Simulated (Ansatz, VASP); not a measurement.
## One calculation of TiAl, two programs

The input INCAR:

```
ALGO = Normal
EDIFF = 1E-6
ENCUT = 500
GGA = PS
GGA_COMPAT = False
ISIF = 2
ISMEAR = 0
LASPH = True
LCHARG = False
LREAL = False
LWAVE = False
NBANDS = 14
NELM = 120
PREC = Accurate
SIGMA = 0.1
```

Contents of KPOINTS:

```
k-points
0
Gamma
  6 6 6
```

The input POSCAR:

```
TiAl
1.0
    3.2657099733      0.0000000000      0.0000000000
    0.0000000000      3.2657099733      0.0000000000
    0.0000000000      0.0000000000      3.2657099733
Ti Al
1 1
Direct
    0.5000000000      0.5000000000      0.5000000000
    0.0000000000      0.0000000000      0.0000000000
```

Input for Ansatz:

```yaml
crystal:
  lattice:
    - [3.2657099733, 0.0, 0.0]
    - [0.0, 3.2657099733, 0.0]
    - [0.0, 0.0, 3.2657099733]
  atoms:
    - { symbol: Ti, position: [0.5, 0.5, 0.5] }
    - { symbol: Al, position: [0.0, 0.0, 0.0] }
basis:
  ecutwfc: 420
kpoints:
  mp_grid: { grid: [6, 6, 6] }
hamiltonian:
  xc: pbesol
scf:
  occupations: { method: gaussian, width: 0.1 }
output:
  forces: true
  stress: true
  eigenvalues: true
```

Alike in both runs: task single point; functional PBEsol; k mesh 6 × 6 × 6; occupations gaussian, width 0.1 eV; no spin polarisation.

|  | VASP | Ansatz |
| --- | --- | --- |
| version | VASP 6.6.1 | Ansatz 0.2.0 |
| potentials or method | VASP PAW PBE potentials, release 64 (Ti_sv, Al), cutoff 500 eV | scalar-relativistic, plane waves, PAW |
| valence electrons in the cell | 15 | 15 |

```csv
,VASP,Ansatz,Ansatz less VASP
gap on the k mesh at the Fermi level (eV),none,none,-
pressure (GPa),-10.1,-10.1,+0.06
```

VASP's potentials were made for PBE, not for PBEsol. A gap of «none» marks a metal or a gap that the smearing closes.
